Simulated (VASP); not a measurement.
# GaN (I4/mmm) in VASP: a series of runs

Runs on GaN. Level: r2SCAN. Tasks: single point.

All numbers are computed with VASP 6.6.1; they aren't measurements. Logs are shortened: lines on timing, memory, paths and dates and some standing lists are left out, and cuts for length are marked.

## (1) The cell of the first run

Symmetry: I4/mmm, No. 139, tetragonal system. Conventional cell: a = 2.863 Å, b = 2.863 Å, c = 4.406 Å, α = 90.00°, β = 90.00°, γ = 90.00°. Within 2.7 Å of Ga (site symmetry 4/mmm) lie 6 N at 2.02 to 2.20 Å. Within 2.7 Å of N (site symmetry 4/mmm) lie 6 Ga at 2.02 to 2.20 Å.

## (2) Single point, r2SCAN, non-collinear spin, zero start, spin-orbit coupling (epitaxial xy strain -4.0%)

Input file POSCAR:

```
GaN
1.0
    0.0000000000      2.0241746249      2.2029881997
    2.0241746249      0.0000000000      2.2029881997
    2.0241746249      2.0241746249      0.0000000000
Ga N
1 1
Direct
    0.0000000000      0.0000000000      0.0000000000
    0.5000000000      0.5000000000      0.5000000000
```

Input file INCAR.step1:

```
ALGO     = Normal         # electronic algorithm
EDIFF    = 1E-4           # SCF threshold, eV
ENCUT    = 520            # plane-wave cutoff, eV
GGA      = PE             # functional
GGA_COMPAT= F            
ISMEAR   = -1             # smearing method
LASPH    = T              # aspherical terms in the spheres
LCHARG   = F              # write CHGCAR
LNONCOLLINEAR= T              # non-collinear magnetism
LREAL    = F              # projectors in reciprocal space
LSORBIT  = T              # spin-orbit coupling
LWAVE    = T              # write WAVECAR
MAGMOM   = 0 0 0 0 0 0    # initial moments
NBANDS   = 30             # bands
NELM     = 150            # most SCF steps
PREC     = Accurate       # precision mode
SIGMA    = 0.02           # smearing width, eV
```

Input file INCAR.step2:

```
ALGO     = Normal         # electronic algorithm
EDIFF    = 1E-7           # SCF threshold, eV
ENCUT    = 520            # plane-wave cutoff, eV
GGA_COMPAT= F            
ISIF     = 2              # what is computed and relaxed
ISMEAR   = -1             # smearing method
ISTART   = 1            
LASPH    = T              # aspherical terms in the spheres
LCHARG   = F              # write CHGCAR
LMIXTAU  = T            
LNONCOLLINEAR= T              # non-collinear magnetism
LORBIT   = 11             # projections on sites
LORBMOM  = T            
LREAL    = F              # projectors in reciprocal space
LSORBIT  = T              # spin-orbit coupling
LWAVE    = F              # write WAVECAR
MAGMOM   = 0 0 0 0 0 0    # initial moments
METAGGA  = R2SCAN         # meta-GGA
NBANDS   = 30             # bands
NELM     = 150            # most SCF steps
PREC     = Accurate       # precision mode
SIGMA    = 0.02           # smearing width, eV
```

Input file KPOINTS:

```
k-points
0
Gamma
  10 10 10
```

Potentials or basis: VASP PAW PBE potentials, release 64 (Ga_d, N).

The run is started by

```console
> cat potpaw_PBE.64/Ga_d/POTCAR potpaw_PBE.64/N/POTCAR > POTCAR
> cp INCAR.step1 INCAR
> mpirun -np 1 vasp_ncl > vasp.out
> cp INCAR.step2 INCAR
> mpirun -np 1 vasp_ncl > vasp.out
```

OUTCAR:

```text
EDIFF = 1E-7
   ENCUT = 520
   ISIF = 2
   ISMEAR = -1
   ISTART = 1
   LASPH = T
   LNONCOLLINEAR = T
   LORBIT = 11
   LREAL = F
   LSORBIT = T
   METAGGA = R2SCAN
   NELM = 150
   PREC = Accurate

 ion  position               nearest neighbor table
   1  0.000  0.000  0.000-   2 2.02   2 2.02   2 2.02   2 2.02   2 2.20   2 2.20
   2  0.500  0.500  0.500-   1 2.02   1 2.02   1 2.02   1 2.02   1 2.20   1 2.20

  LATTYP: Found a body centered tetragonal cell.
 ALAT       =     2.8626152071
 C/A-ratio  =     1.5391437831

  Lattice vectors:

 A1 = (  -2.0241746249,   0.0000000000,   2.2029881997)
 A2 = (   2.0241746249,   0.0000000000,   2.2029881997)
 A3 = (   0.0000000000,   2.0241746249,  -2.2029881997)

Analysis of symmetry for initial positions (statically):
=====================================================================
 Subroutine PRICEL returns:
 Original cell was already a primitive cell.

 Routine SETGRP: Setting up the symmetry group for a
 body centered tetragonal supercell.

 Subroutine GETGRP returns: Found 16 space group operations
 (whereof 16 operations were pure point group operations)
 out of a pool of 16 trial point group operations.

The static configuration has the point symmetry D_4h.

Analysis of symmetry for dynamics (positions and initial velocities):
=====================================================================
 Subroutine PRICEL returns:
 Original cell was already a primitive cell.

 Routine SETGRP: Setting up the symmetry group for a
 body centered tetragonal supercell.

 Subroutine GETGRP returns: Found 16 space group operations
 (whereof 16 operations were pure point group operations)
 out of a pool of 16 trial point group operations.

The dynamic configuration has the point symmetry D_4h.

Analysis of structural, dynamic, and magnetic symmetry:
=====================================================================
 Subroutine PRICEL returns:
 Original cell was already a primitive cell.

 Routine SETGRP: Setting up the symmetry group for a
 body centered tetragonal supercell.

 Subroutine GETGRP returns: Found 16 space group operations
 (whereof 16 operations were pure point group operations)
 out of a pool of 16 trial point group operations.

[... 970 lines left out ...]
 -----------------------------------------------------------------------------------
      0.00000      0.00000      0.00000         0.000000      0.000000     -0.000000
      2.02417      2.02417      2.20299        -0.000000     -0.000000      0.000000
 -----------------------------------------------------------------------------------
    total drift:                                0.000000     -0.000000     -0.000000

  FREE ENERGIE OF THE ION-ELECTRON SYSTEM (eV)
  ---------------------------------------------------
  free  energy   TOTEN  =       -20.8853366194 eV

  energy  without entropy=      -20.8853366194  energy(sigma->0) =      -20.88533662

 orbital moment (x)

 # of ion     p       d       tot
 ----------------------------------------
  1         0.000  -0.000  -0.000
  2         0.000   0.000   0.000
 ----------------------------------------
            0.000  -0.000  -0.000

 orbital moment (y)

 # of ion     p       d       tot
 ----------------------------------------
  1         0.000   0.000   0.000
  2         0.000   0.000   0.000
 ----------------------------------------
            0.000   0.000   0.000

 orbital moment (z)

 # of ion     p       d       tot
 ----------------------------------------
  1         0.000   0.000   0.000
  2         0.000   0.000   0.000
 ----------------------------------------
            0.000   0.000   0.000

 Spin-Orbit-Coupling matrix elements

 Ion:    1  E_soc:     -0.0092519
 l=   1
     0.0000000    -0.0007758    -0.0008522
    -0.0007758     0.0000000    -0.0007758
    -0.0008522    -0.0007758     0.0000000
 l=   2
     0.0000000    -0.0001566     0.0000000    -0.0001566    -0.0005771
    -0.0001566     0.0000000    -0.0004435    -0.0001568    -0.0001440
     0.0000000    -0.0004435     0.0000000    -0.0004435     0.0000000
    -0.0001566    -0.0001568    -0.0004435     0.0000000    -0.0001440
    -0.0005771    -0.0001440     0.0000000    -0.0001440     0.0000000
 l=   3
     0.0000000     0.0000000     0.0000000     0.0000000     0.0000000     0.0000000     0.0000000
     0.0000000     0.0000000     0.0000000     0.0000000     0.0000000     0.0000000     0.0000000
     0.0000000     0.0000000     0.0000000     0.0000000     0.0000000     0.0000000     0.0000000
     0.0000000     0.0000000     0.0000000     0.0000000     0.0000000     0.0000000     0.0000000
     0.0000000     0.0000000     0.0000000     0.0000000     0.0000000     0.0000000     0.0000000
     0.0000000     0.0000000     0.0000000     0.0000000     0.0000000     0.0000000     0.0000000
     0.0000000     0.0000000     0.0000000     0.0000000     0.0000000     0.0000000     0.0000000

 Ion:    2  E_soc:     -0.0000742
 l=   1
     0.0000000    -0.0000128    -0.0000115
    -0.0000128     0.0000000    -0.0000128
    -0.0000115    -0.0000128     0.0000000
 l=   2
     0.0000000     0.0000000     0.0000000     0.0000000     0.0000000
     0.0000000     0.0000000     0.0000000     0.0000000     0.0000000
     0.0000000     0.0000000     0.0000000     0.0000000     0.0000000
     0.0000000     0.0000000     0.0000000     0.0000000     0.0000000
     0.0000000     0.0000000     0.0000000     0.0000000     0.0000000
 l=   3
     0.0000000     0.0000000     0.0000000     0.0000000     0.0000000     0.0000000     0.0000000
     0.0000000     0.0000000     0.0000000     0.0000000     0.0000000     0.0000000     0.0000000
     0.0000000     0.0000000     0.0000000     0.0000000     0.0000000     0.0000000     0.0000000
     0.0000000     0.0000000     0.0000000     0.0000000     0.0000000     0.0000000     0.0000000
     0.0000000     0.0000000     0.0000000     0.0000000     0.0000000     0.0000000     0.0000000
     0.0000000     0.0000000     0.0000000     0.0000000     0.0000000     0.0000000     0.0000000
     0.0000000     0.0000000     0.0000000     0.0000000     0.0000000     0.0000000     0.0000000

 total charge

# of ion       s       p       d       tot
------------------------------------------
    1        0.686   0.774  10.251  11.710
    2        1.247   2.574   0.000   3.821
--------------------------------------------------
tot          1.933   3.347  10.251  15.531

 magnetization (x)

# of ion       s       p       d       tot
------------------------------------------
    1        0.000   0.000   0.000   0.000
    2        0.000   0.000   0.000   0.000
--------------------------------------------------
tot          0.000   0.000   0.000   0.000

 magnetization (y)

# of ion       s       p       d       tot
------------------------------------------
    1        0.000   0.000  -0.000  -0.000
    2       -0.000  -0.000   0.000  -0.000
--------------------------------------------------
tot         -0.000  -0.000  -0.000  -0.000

 magnetization (z)

# of ion       s       p       d       tot
------------------------------------------
    1        0.000   0.000   0.000   0.000
    2        0.000  -0.000   0.000  -0.000
--------------------------------------------------
tot          0.000  -0.000   0.000  -0.000
```

OUTCAR.step1:

```text
EDIFF = 1E-4
   ENCUT = 520
   GGA = PE
   ISMEAR = -1
   LASPH = T
   LNONCOLLINEAR = T
   LREAL = F
   LSORBIT = T
[... 1077 lines left out ...]
     0.0000000     0.0000000     0.0000000     0.0000000     0.0000000     0.0000000     0.0000000
     0.0000000     0.0000000     0.0000000     0.0000000     0.0000000     0.0000000     0.0000000
     0.0000000     0.0000000     0.0000000     0.0000000     0.0000000     0.0000000     0.0000000
     0.0000000     0.0000000     0.0000000     0.0000000     0.0000000     0.0000000     0.0000000
     0.0000000     0.0000000     0.0000000     0.0000000     0.0000000     0.0000000     0.0000000

=======================================================================

 ========================================================
```

Run time: 11 min. Hardware: 1 thread of Oxide Virtual Turin-like, shared host; peak memory 0.24 GiB.

What came out:

```yaml
Free_energy: -20.8853 eV
Pressure: 14.7 GPa
Net_moment: 0.00 μB per cell
Valence_electrons_inside_the_program's_atomic_spheres: Ga 11.71; N 3.82
```

Stress tensor (GPa, compression positive):
```
21.60  0.00  0.00
 0.00 21.60  0.00
 0.00  0.00  0.83
```

Moments on the atoms (μB; x, y, z):
```
Ga  0.00 0.00 0.00
N   0.00 0.00 0.00
```

Caveat: the cell differs from its parent crystal (epitaxial xy strain -4.0%); the stress differs along the axes, from 1 to 22 GPa; the structure was generated, so it needn't be the stable form of GaN; the PAW data sets were made with another functional, which shifts forces and pressure a little.

(Continued in part 2 of 2.)
